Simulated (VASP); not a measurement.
# W (Im-3m) in VASP: a series of runs

W is run at these levels: PBE, PBEsol; tasks: single point.

Everything below comes from runs of VASP 6.6.1. Logs are shortened: lines on timing, memory, paths and dates and some standing lists are left out, and cuts for length are marked.

### 1 The cell of the first run

The structure is cubic, space group Im-3m (No. 229). Conventional cell: a = 3.184 Å, b = 3.184 Å, c = 3.184 Å, α = 90.00°, β = 90.00°, γ = 90.00°. Within 3.6 Å of W (site symmetry m-3m) lie 14 W at 2.76 to 3.18 Å.

### 2 Single point, PBE

File INCAR:

```
  PREC = Accurate
  ENCUT = 520
  EDIFF = 1E-6
  ISMEAR = 0
  SIGMA = 0.1
  LREAL = False
  LASPH = True
  NELM = 80
  ALGO = Normal
  ISIF = 2
  LWAVE = False
  LCHARG = False
  GGA = PE
  NBANDS = 13
```

File KPOINTS:

```
Automatic mesh
0
Gamma
  18 18 18
```

File POSCAR:

```
W
1.0
   -1.5918495849      1.5918495849      1.5918495849
    1.5918495849     -1.5918495849      1.5918495849
    1.5918495849      1.5918495849     -1.5918495849
W
1
Direct
    0.0000000000      0.0000000000      0.0000000000
```

Potentials or basis: VASP PAW PBE potentials, release 64 (W_sv).

The run is started by

```console
> cat potpaw_PBE.64/W_sv/POTCAR > POTCAR
> mpirun -np 1 vasp_std > vasp.out
```

OUTCAR:

```text
PREC = Accurate
   ENCUT = 520
   EDIFF = 1E-6
   ISMEAR = 0
   LREAL = False
   LASPH = True
   NELM = 80
   ISIF = 2
   GGA = PE

 ion  position               nearest neighbor table
   1  0.000  0.000  0.000-

  LATTYP: Found a body centered cubic cell.
 ALAT       =     3.1836991698

  Lattice vectors:

 A1 = (  -1.5918495849,   1.5918495849,   1.5918495849)
 A2 = (   1.5918495849,  -1.5918495849,   1.5918495849)
 A3 = (   1.5918495849,   1.5918495849,  -1.5918495849)

Analysis of symmetry for initial positions (statically):
=====================================================================
 Subroutine PRICEL returns:
 Original cell was already a primitive cell.

 Routine SETGRP: Setting up the symmetry group for a
 body centered cubic supercell.

 Subroutine GETGRP returns: Found 48 space group operations
 (whereof 48 operations were pure point group operations)
 out of a pool of 48 trial point group operations.

The static configuration has the point symmetry O_h .

Analysis of symmetry for dynamics (positions and initial velocities):
=====================================================================
 Subroutine PRICEL returns:
 Original cell was already a primitive cell.

 Routine SETGRP: Setting up the symmetry group for a
 body centered cubic supercell.

 Subroutine GETGRP returns: Found 48 space group operations
 (whereof 48 operations were pure point group operations)
 out of a pool of 48 trial point group operations.

The dynamic configuration has the point symmetry O_h .

 Subroutine INISYM returns: Found 48 space group operations
 (whereof 48 operations are pure point group operations),
 and found     1 'primitive' translations

----------------------------------------------------------------------------------------

                                     Primitive cell

  volume of cell :      16.1349

  direct lattice vectors                    reciprocal lattice vectors
    -1.591849585  1.591849585  1.591849585     0.000000000  0.314100029  0.314100029
     1.591849585 -1.591849585  1.591849585     0.314100029  0.000000000  0.314100029
     1.591849585  1.591849585 -1.591849585     0.314100029  0.314100029  0.000000000

  length of vectors
     2.757164359  2.757164359  2.757164359     0.444204520  0.444204520  0.444204520

  position of ions in fractional coordinates (direct lattice)
     0.000000000  0.000000000  0.000000000

  ion indices of the primitive-cell ions
   primitive index   ion index
                 1           1

----------------------------------------------------------------------------------------

 KPOINTS: Automatic mesh

Automatic generation of k-mesh.
 Grid dimensions read from file:
 generate k-points for:   18   18   18

 Generating k-lattice:

  Cartesian coordinates                     Fractional coordinates (reciprocal lattice)
     0.000000000  0.017450002  0.017450002     0.055555556  0.000000000  0.000000000
     0.017450002  0.000000000  0.017450002     0.000000000  0.055555556  0.000000000
     0.017450002  0.017450002  0.000000000     0.000000000  0.000000000  0.055555556

  Length of vectors
     0.024678029  0.024678029  0.024678029

  Shift w.r.t. Gamma in fractional coordinates (k-lattice)
     0.000000000  0.000000000  0.000000000

 Subroutine IBZKPT returns following result:
 ===========================================

 Found    195 irreducible k-points:

 Following reciprocal coordinates:
            Coordinates               Weight
  0.000000  0.000000  0.000000      1.000000
  0.055556  0.000000  0.000000     12.000000
  0.111111  0.000000  0.000000     12.000000
  0.166667  0.000000  0.000000     12.000000
  0.222222  0.000000  0.000000     12.000000
  0.277778  0.000000  0.000000     12.000000
[... 16 lines left out ...]
  0.333333  0.111111  0.000000     48.000000
  0.388889  0.111111  0.000000     48.000000
 [... further k-points ...]
   k-points           NKPTS =    195   k-points in BZ     NKDIM =    195   number of bands    NBANDS=     13
   number of dos      NEDOS =    301   number of ions     NIONS =      1
   total plane-waves  NPLWV =  13824
   dimension x,y,z NGX =    24 NGY =   24 NGZ =   24
   dimension x,y,z NGXF=    48 NGYF=   48 NGZF=   48
   ions per type =               1
   NGX,Y,Z   is equivalent  to a cutoff of  14.47, 14.47, 14.47 a.u.
   NGXF,Y,Z  is equivalent  to a cutoff of  28.94, 28.94, 28.94 a.u.
 SYSTEM =  unknown system
   PREC   = accura    normal or accurate (medium, high low for compatibility)
   ISTART =      0    job   : 0-new  1-cont  2-samecut
   ICHARG =      2    charge: 1-file 2-atom 10-const
   ISPIN  =      1    spin polarized calculation?
   LNONCOLLINEAR =      F non collinear calculations
   LSORBIT =      F    spin-orbit coupling
   LASPH  =      T    aspherical Exc in radial PAW
   ENCUT  =  520.0 eV  38.22 Ry    6.18 a.u.   5.13  5.13  5.13*2*pi/ulx,y,z
   NELM   =     80;   NELMIN=  2; NELMDL= -5     # of ELM steps
   EDIFF  = 0.1E-05   stopping-criterion for ELM
   LREAL  =      F    real-space projection
   EDIFFG = 0.1E-04   stopping-criterion for IOM
   NSW    =      0    number of steps for IOM
   IBRION =     -1    ionic relax: 0-MD 1-quasi-New 2-CG
   NFREE  =      0    steps in history (QN), initial steepest desc. (CG)
   ISIF   =      2    stress and relaxation
   ISYM   =      2    0-nonsym 1-usesym 2-fastsym
   POTIM  = 0.5000    time-step for ionic-motion
   TEBEG  =    0.0;   TEEND  =   0.0 temperature during run
   PSTRESS=    0.0 pullay stress
   NELECT =      14.0000    total number of electrons
   NUPDOWN=      -1.0000    fix difference up-down
   EMIN   =  10.00;   EMAX   =-10.00  energy-range for DOS
   EFERMI =   0.00;   METHOD = LEGACY
   ISMEAR =     0;   SIGMA  =   0.10  broadening in eV -4-tet -1-fermi 0-gaus
   EFERMI_NEDOS =   21; number of points for ismear=-14 and -15
   IALGO  =     38    algorithm
   IMIX   =      4    mixing-type and parameters
     AMIX     =   0.40;   BMIX     =  1.00
     AMIX_MAG =   1.60;   BMIX_MAG =  1.00
  volume/ion in A,a.u.               =      16.13       108.88
  Fermi-wavevector in a.u.,A,eV,Ry     =   1.561453  2.950718 33.172832  2.438134
  Thomas-Fermi vector in A             =   2.664516
   LORBIT       =      0    0 simple, 1 ext, 2 COOP (PROOUT), +10 PAW based schemes
   GGA     = PE    functional components
   LHFCALC =     F    Hartree Fock is set to
   AEXX    =    0.0000 exact exchange contribution
   IVDW    =     0    specifies the selected vdW correction
   LEPSILON=     F    determine dielectric tensor
   LRPA    =     F    only Hartree local field effects (RPA)
 non-spin polarized calculation
 Gauss-broadening in eV      SIGMA  =   0.10
  energy-cutoff  :      520.00
  volume of cell :       16.13
 maximum number of plane-waves:       466
 NGX is ok and might be reduce to    24
   NGX = 11   NGY = 11   NGZ = 11

 number of electron      14.0000002 magnetization

 Free energy of the ion-electron system (eV)
  ---------------------------------------------------
  ext. energy  EPLUGINS =         0.00000000
  ---------------------------------------------------
  free energy    TOTEN  =       -12.95114746 eV

  energy without entropy =      -12.94757485  energy(sigma->0) =      -12.94936116

 E-fermi :  11.1876     XC(G=0): -13.5401

 val. band max:       11.1834985169   @ k =  -0.2778   0.3333   0.2222
 cond. band min:      11.1997722384   @ k =   0.5000   0.5000   0.2222
 fundamental gap:      0.0162737216
 Fermi energy:        11.1876172499

 k-point     1 :       0.0000    0.0000    0.0000
  band No.  band energies     occupation
      1     -63.0131      2.00000
      2     -26.6009      2.00000
      3     -26.6009      2.00000
      4     -26.6009      2.00000
      5       1.6499      2.00000
      6       9.9917      2.00000
      7       9.9917      2.00000
      8       9.9917      2.00000
      9      13.4106      0.00000
     10      13.4106      0.00000
     11      25.6650      0.00000
     12      25.6650      0.00000
     13      25.6650      0.00000

 k-point     2 :       0.0556    0.0000    0.0000
  band No.  band energies     occupation
      1     -63.0094      2.00000
      2     -26.6405      2.00000
      3     -26.6134      2.00000
      4     -26.6011      2.00000
      5       1.7966      2.00000
      6       9.9024      2.00000
      7       9.9719      2.00000
      8      10.1327      2.00000
      9      13.2671      0.00000
     10      13.4115      0.00000
     11      25.7903      0.00000
     12      25.9148      0.00000
     13      26.0230      0.00000

 k-point     3 :       0.1111    0.0000    0.0000
  band No.  band energies     occupation
      1     -62.9987      2.00000
      2     -26.7532      2.00000
      3     -26.6488      2.00000
      4     -26.6016      2.00000
      5       2.2209      2.00000
      6       9.6557      2.00000
      7       9.8860      2.00000
      8      10.5513      2.00000
      9      12.9586      0.00000
     10      13.4212      0.00000
     11      26.1034      0.00000
     12      26.6417      0.00000
     13      26.9349      0.00000
[... 305 lines left out ...]
 k-point    23 :       0.3333    0.1111    0.0000
  band No.  band energies     occupation
      1     -62.8992      2.00000
      2     -27.6571      2.00000
      3     -26.9884      2.00000
      4     -26.6595      2.00000
      5       5.4476      2.00000
      6       7.9936      2.00000
      7       9.8632      2.00000
      8      13.0952      0.00000
      9      14.2493      0.00000
     10      16.4441      0.00000
     11      22.9934      0.00000
     12      24.4135      0.00000
     13      28.7478      0.00000

 k-point    24 :       0.3889    0.1111    0.0000
  band No.  band energies     occupation
      1     -62.8890      2.00000
      2     -27.7405      2.00000
      3     -27.0297      2.00000
      4     -26.6609      2.00000
      5       5.4551      2.00000
      6       7.8547      2.00000
      7      10.5752      2.00000
      8      13.1766      0.00000
      9      14.4708      0.00000
     10      17.4638      0.00000
     11      21.8631      0.00000
     12      23.6649      0.00000
     13      27.7461      0.00000

 [... further k-points ...]
[... 5 lines left out ...]
  --------------------------------------------------------------------------------------
  -------------------------------------------------------------------------------------
  Total        0.0444997      0.0444997      0.0444997      0.0000000      0.0000000      0.0000000
  in kB        4.4187703      4.4187703      4.4187703      0.0000000      0.0000000      0.0000000
  external PRESSURE =       4.4187703 kB  Pullay stress =       0.0000000 kB

 VOLUME and BASIS-vectors are now :
 -----------------------------------------------------------------------------
  energy-cutoff  :      520.00
  volume of cell :       16.13
      direct lattice vectors                 reciprocal lattice vectors
    -1.591849585  1.591849585  1.591849585     0.000000000  0.314100029  0.314100029
     1.591849585 -1.591849585  1.591849585     0.314100029  0.000000000  0.314100029
     1.591849585  1.591849585 -1.591849585     0.314100029  0.314100029  0.000000000

 POSITION                                       TOTAL-FORCE (eV/Angst)
 -----------------------------------------------------------------------------------
      0.00000      0.00000      0.00000         0.000000     -0.000000      0.000000
 -----------------------------------------------------------------------------------
    total drift:                                0.000000      0.000000      0.000000

  FREE ENERGIE OF THE ION-ELECTRON SYSTEM (eV)
  ---------------------------------------------------
  free  energy   TOTEN  =       -12.9511474635 eV

  energy  without entropy=      -12.9475748546  energy(sigma->0) =      -12.94936116
```

Run time: 11 s. Hardware: 1 thread of Intel Xeon 6975P-C (Granite Rapids), shared host; peak memory 0.17 GiB.

Results:

* Free energy: -12.9511 eV
* Pressure: 0.4 GPa
* Band gap on the k mesh: zero (band 7 reaches 16.23 eV, above the bottom of band 8 at 9.99 eV)

Caveat: spin-orbit coupling is left out, which moves the levels of the heavy elements.

[end of part 1 of 2]
